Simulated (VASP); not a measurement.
A run of VASP 6.6.1 is set up as follows.

File POSCAR:

```
AgCl
1.0
    0.0000000000      2.7351899843      2.7351899843
    2.7351899843      0.0000000000      2.7351899843
    2.7351899843      2.7351899843      0.0000000000
Ag Cl
1 1
Direct
    0.0000000000      0.0000000000      0.0000000000
    0.5000000000      0.5000000000      0.5000000000
```

The input INCAR.step1:

```
ALGO = Normal
EDIFF = 1E-4
ENCUT = 520
GGA = PE
ISMEAR = -1
LASPH = True
LCHARG = False
LREAL = False
LWAVE = True
NBANDS = 16
NELM = 60
PREC = Accurate
SIGMA = 0.01
```

Contents of INCAR.step2:

```
ALGO = Normal
EDIFF = 1E-8
ENCUT = 520
ISIF = 2
ISMEAR = -1
ISTART = 1
LASPH = True
LCHARG = False
LEFG = True
LMIXTAU = True
LREAL = False
LWAVE = False
METAGGA = R2SCAN
NBANDS = 16
NELM = 60
PREC = Accurate
SIGMA = 0.01
```

KPOINTS

```
k-points
0
Gamma
  9 9 9
```

Potentials or basis: VASP PAW PBE potentials, release 64 (Ag, Cl).

Command:

```bash
$ cat potpaw_PBE.64/Ag/POTCAR potpaw_PBE.64/Cl/POTCAR > POTCAR
$ cp INCAR.step1 INCAR
$ mpirun -np 1 vasp_std > vasp.out
$ cp INCAR.step2 INCAR
$ mpirun -np 1 vasp_std > vasp.out
```

Problem. Predict the band gap on the k mesh.

Solution. 1.48 eV, indirect (least direct gap 3.82 eV).

Problem. Estimate the pressure.

Solution. 2.2 GPa.

Caveat: without QUAD_EFG the Cq values of the log hold for a quadrupole moment of 1 mb, not for the nuclei; the PAW data sets were made with another functional, which shifts forces and pressure a little. A k mesh can miss the band edges.
